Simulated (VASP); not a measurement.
Os:

```
CELL_PARAMETERS angstrom
2.71575 0.00000 0.00000
-1.35787 2.35191 0.00000
0.00000 0.00000 4.29071
ATOMIC_POSITIONS crystal
Os 0.66667 0.33333 0.75000
Os 0.33333 0.66667 0.25000
```

Base run:

```yaml
Program: VASP 6.6.1
Functional: BLYP
Potentials_or_basis: VASP PAW PBE potentials, release 64 (Os)
Cutoff: 520 eV
k_mesh: 11 × 11 × 6
Occupations: fermi-dirac, width 0.05 eV
Spin: no spin polarisation
```

Its results: band gap on the k mesh zero (band 8 reaches 12.55 eV, above the bottom of band 9 at 8.52 eV); pressure 40.0 GPa.

Q: The run is repeated on the same cell with these changes: functional from BLYP to PBEsol; further incar settings from ALGO = Normal; EDIFF = 1e-06; NBANDS = 15 to ALGO = Fast; EDIFF = 1e-07; NBANDS = 15. What comes out?

A: Band gap on the k mesh zero (band 8 reaches 11.80 eV, above the bottom of band 9 at 7.77 eV); pressure 6.9 GPa.

Caveats: the PAW data sets were made with another functional, which shifts forces and pressure a little; spin-orbit coupling is left out, which moves the levels of the heavy elements.
